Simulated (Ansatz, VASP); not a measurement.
## Two plane-wave programs on KBaCeBiO6

```xyz
10
Lattice="0.0000 4.3359 4.3359 4.3359 0.0000 4.3359 4.3359 4.3359 0.0000" Properties=species:S:1:pos:R:3 pbc="T T T"
Ba    6.5038    6.5038    6.5038
Bi    0.0000    0.0000    0.0000
Ce    4.3359    4.3359    4.3359
K     2.1679    2.1679    2.1679
O     2.0962    4.3359    4.3359
O     6.5756    4.3359    4.3359
O     4.3359    2.0962    4.3359
O     4.3359    6.5756    4.3359
O     4.3359    4.3359    2.0962
O     4.3359    4.3359    6.5756
```

Alike in both runs: functional PBE; k mesh 6 × 6 × 6; occupations gaussian, width 0.02 eV; no spin polarisation; Hubbard terms Ce f U = 5.0 eV, O p U = 5.5 eV.

Ansatz relaxed the structure, and its values are those at the end. VASP's run is a single point on that final structure, the one shown.

```csv
,VASP,Ansatz
version,VASP 6.6.1,Ansatz 0.2.0
potentials or method,"VASP PAW PBE potentials, release 64 (Ba_sv, Bi_d, Ce, K_sv, O), cutoff 600 eV","scalar-relativistic, plane waves, PAW"
valence electrons in the cell,82,82
```

|  | VASP | Ansatz | Ansatz less VASP |
| --- | --- | --- | --- |
| gap on the k mesh at the Fermi level (eV) | 2.26 | 2.42 | +0.164 |
| least direct gap on the mesh (eV) | 2.30 | 2.42 | +0.128 |
| pressure (GPa) | 2.0 | 0.0 | -1.98 |
| rms of the force components (eV/Å) | 0.202 | 0.001 | -0.2012 |

The programs project onto different local orbitals, so the same U acts differently, and such runs can settle in different states.

Spin-orbit coupling is off throughout.
